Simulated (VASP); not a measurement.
Here is a VASP 6.6.1 calculation.

Contents of INCAR:

```
ALGO = Normal
EDIFF = 1E-7
ENCUT = 520
GGA = PS
ISIF = 2
ISMEAR = -1
ISPIN = 2
LASPH = True
LCHARG = False
LMAXMIX = 4
LORBIT = 11
LREAL = False
LWAVE = False
MAGMOM = 1.634 1.634
NBANDS = 20
NELM = 150
PREC = Accurate
SIGMA = 0.05
```

Contents of KPOINTS:

```
k-points
0
Gamma
  24 24 13
```

The input POSCAR:

```
Co
1.0
    2.4861621958      0.0000000000      0.0000000000
   -1.2430810979      2.1530796195      0.0000000000
    0.0000000000      0.0000000000      4.0197872237
Co
2
Direct
    0.3333333333      0.6666666667      0.2500000000
    0.6666666667      0.3333333333      0.7500000000
```

Potentials or basis: VASP PAW PBE potentials, release 64 (Co).

Command:

```bash
$ cat potpaw_PBE.64/Co/POTCAR > POTCAR
$ mpirun -np 1 vasp_std > vasp.out
```

(1) What does it give for the net moment?

(2) Estimate the site moments.

(3) Estimate the pressure.

Answers

(1) 3.20 μB per cell.

(2) Co +1.61 μB.

(3) -8.9 GPa.

Caveat: the PAW data sets were made with another functional, which shifts forces and pressure a little.
